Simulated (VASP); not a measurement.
Wanted: the native input for a VASP 6.6.1 run.

- Task: single point
- Functional: PBE
- Potentials or basis: VASP PAW PBE potentials, release 64 (Ca_sv, O)
- Cutoff: 520 eV
- k mesh: 8 × 8 × 8
- Occupations: fermi-dirac, width 0.02 eV
- Spin: no spin polarisation
- Dipole correction: no
- Further INCAR settings: ALGO = Normal; EDIFF = 1e-07; NBANDS = 15

The structure of CaO lies in POSCAR:

```
CaO
1.0
    0.0000000000      2.5848351950      2.6413752923
    2.5848351950      0.0000000000      2.6413752923
    2.5848351950      2.5848351950      0.0000000000
Ca O
1 1
Direct
    0.0000000000      0.0000000000      0.0000000000
    0.2500000000      0.2500000000      0.2500000000
```

This cell differs from its parent crystal: epitaxial xy strain -0.8%.

The input as run:

INCAR

```
  ALGO = Normal
  EDIFF = 1E-7
  ENCUT = 520
  GGA = PE
  ISIF = 2
  ISMEAR = -1
  LASPH = True
  LCHARG = True
  LELF = True
  LREAL = False
  LVHAR = True
  LWAVE = False
  NBANDS = 15
  NELM = 80
  PREC = Accurate
  SIGMA = 0.02
```

KPOINTS

```
k-points
0
Gamma
  8 8 8
```

Potentials or basis: VASP PAW PBE potentials, release 64 (Ca_sv, O).

Command:

```bash
$ cat potpaw_PBE.64/Ca_sv/POTCAR potpaw_PBE.64/O/POTCAR > POTCAR
$ mpirun -np 1 vasp_std > vasp.out
```

It gave:

| Property | Result |
| --- | --- |
| Pressure | 2.1 GPa |
| Band gap on the k mesh | 3.32 eV (least direct gap 3.96 eV) |

Caveat: the cell differs from its parent crystal (epitaxial xy strain -0.8%).

It took 50 s on 1 thread of Intel Xeon 8259CL, with other jobs on the host, peak memory 0.18 GiB.
